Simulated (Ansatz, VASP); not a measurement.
**One calculation of Sr2I, two programs**

Contents of INCAR:

```
SYSTEM = Sr2I
PREC     = Accurate       ! precision mode
ENCUT    = 600            ! plane-wave cutoff, eV
EDIFF    = 1E-6           ! SCF threshold, eV
ISMEAR   = 0              ! smearing method
SIGMA    = 0.1            ! smearing width, eV
LREAL    = .FALSE.        ! projectors in reciprocal space
LASPH    = .TRUE.         ! aspherical terms in the spheres
NELM     = 60             ! most SCF steps
ALGO     = Normal         ! electronic algorithm
ISIF     = 3              ! what is computed and relaxed
LWAVE    = .FALSE.        ! write WAVECAR
LCHARG   = .FALSE.        ! write CHGCAR
GGA      = PE             ! functional
IBRION   = 2              ! ionic algorithm
NSW      = 100            ! ionic steps
EDIFFG   = -0.01          ! ionic threshold
KPAR     = 4
```

KPOINTS

```
regular mesh
0
G
  6 4 10
  0 0 0
```

POSCAR

```
Sr2I
1.0
    7.5709290913      0.0000000000      0.0000000000
    0.0000000000      8.9985775697      0.0000000000
    0.0000000000      0.0000000000      4.2727324302
Sr I
4 2
Direct
    0.3071743152      0.8350370002      0.5000000000
    0.8071743152      0.6649629998      0.0000000000
    0.6928256848      0.1649629998      0.5000000000
    0.1928256848      0.3350370002      0.0000000000
    0.5000000000      0.5000000000      0.5000000000
    0.0000000000      0.0000000000      0.0000000000
```

Input for Ansatz:

```yaml
crystal:
  lattice:
    - [7.5709290913, 0.0, 0.0]
    - [0.0, 8.9985775697, 0.0]
    - [0.0, 0.0, 4.2727324302]
  atoms:
    - { symbol: Sr, position: [0.3071743152, 0.8350370002, 0.5] }
    - { symbol: Sr, position: [0.8071743152, 0.6649629998, 0.0] }
    - { symbol: Sr, position: [0.6928256848, 0.1649629998, 0.5] }
    - { symbol: Sr, position: [0.1928256848, 0.3350370002, 0.0] }
    - { symbol: I, position: [0.5, 0.5, 0.5] }
    - { symbol: I, position: [0.0, 0.0, 0.0] }
basis:
  ecutwfc: 420
kpoints:
  mp_grid: { grid: [6, 4, 10] }
hamiltonian:
  xc: pbe
scf:
  occupations: { method: gaussian, width: 0.1 }
output:
  forces: true
  stress: true
  eigenvalues: true
  write_density: true
  write_potential: true
  elf: true
  volumetric_format: npy
relax:
  adjacent_minimum: "off"
  f_tol: 0.01
  max_steps: 80
  cell: { stress_tol: 0.05 }
```

Alike in both runs: task relaxation of cell and atoms; functional PBE; k mesh 6 × 4 × 10; occupations gaussian, width 0.1 eV; no spin polarisation.

|  | VASP | Ansatz |
| --- | --- | --- |
| version | VASP 6.6.1 | Ansatz 0.2.0 |
| potentials or method | VASP PAW PBE potentials, release 64 (Sr_sv, I), cutoff 600 eV | scalar-relativistic, plane waves, PAW |
| valence electrons in the cell | 54 | 74 |

```tsv
	VASP	Ansatz	Ansatz less VASP
gap on the k mesh at the Fermi level, each at its own relaxed structure (eV)	none	none	-
relaxed volume (Å³/atom)	48.52	48.52	0.000
relaxed cell length with the largest relative difference (Å)	7.571	7.571	0.0000
```

A gap of «none» marks a metal or a gap that the smearing closes. VASP's potentials hold 54 valence electrons a cell and Ansatz's 74, so a difference there can come from the potentials and not from the codes.

Neither program's run includes spin-orbit coupling. Noted on VASP's run: the relaxation stopped at its first step, so nothing moved.
